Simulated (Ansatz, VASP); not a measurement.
## O in VASP and in Ansatz

Contents of INCAR:

```
SYSTEM = O
PREC = Accurate ; ENCUT = 520
EDIFF = 1E-6 ; ISMEAR = 0
SIGMA = 0.02 ; LREAL = .False.
LASPH = .True. ; NELM = 60
ALGO = Normal ; ISIF = 2
LWAVE = .False. ; LCHARG = .True.
GGA = CA ; LELF = .True.
LVHAR = .True. ; NBANDS = 13
```

File KPOINTS:

```
Automatic mesh
0
Gamma
  10 10 7
  0 0 0
```

POSCAR

```
O
1.0
    2.8514028533     -1.6624159400      0.0000000000
    2.8514028533      1.6624159400      0.0000000000
   -2.3944914034      0.0000000000      3.6470501824
O
2
Direct
    0.9745461700      0.9745461700      0.8444259800
    0.0254538300      0.0254538300      0.1555740200
```

The input input.yaml:

```yaml
crystal:
  lattice:
    - [2.8514028533, -1.66241594, 0.0]
    - [2.8514028533, 1.66241594, 0.0]
    - [-2.3944914034, 0.0, 3.6470501824]
  atoms:
    - { symbol: O, position: [0.97454617, 0.97454617, 0.84442598] }
    - { symbol: O, position: [0.02545383, 0.02545383, 0.15557402] }
kpoints:
  mp_grid: { grid: [10, 10, 7] }
scf:
  occupations: { method: gaussian, width: 0.02 }
hamiltonian:
  xc: lda
  pseudopotentials: { kind: all_electron, lapw: { basis_error: 0.001 } }
output:
  forces: true
  stress: true
  eigenvalues: true
```

Alike in both runs: task single point; functional LDA; k mesh 10 × 10 × 7; occupations gaussian, width 0.02 eV; no spin polarisation.

|  | VASP | Ansatz |
| --- | --- | --- |
| version | VASP 6.6.1 | Ansatz 0.2.0 |
| potentials or method | VASP PAW LDA potentials, release 64 (O), cutoff 520 eV | all-electron LAPW, scalar-relativistic |

|  | VASP | Ansatz | Ansatz less VASP |
| --- | --- | --- | --- |
| gap on the k mesh at the Fermi level (eV) | none | none | - |
| pressure (GPa) | -4.4 | -6.4 | -2.06 |
| traceless stress, the component that is largest in VASP (GPa) | 2.01 | 3.38 | +1.371 |
| rms of the force components (eV/Å) | 0.102 | 0.750 | +0.6481 |

LDA's correlation is that of Perdew and Zunger in VASP and of Perdew and Wang (1992) in Ansatz. Atom by atom the forces differ by 0.726 eV/Å (rms over components). A gap of «none» marks a metal or a gap that the smearing closes. One of these differences is far larger than is usual between the two programs; its cause wasn't traced. Ansatz ran all-electron here, and VASP with PAW potentials.

Noted on VASP's run: the standard files for N, O and F lose accuracy on very short bonds; spin is off for a triplet molecule. Noted on Ansatz's run: spin is off for a triplet molecule.
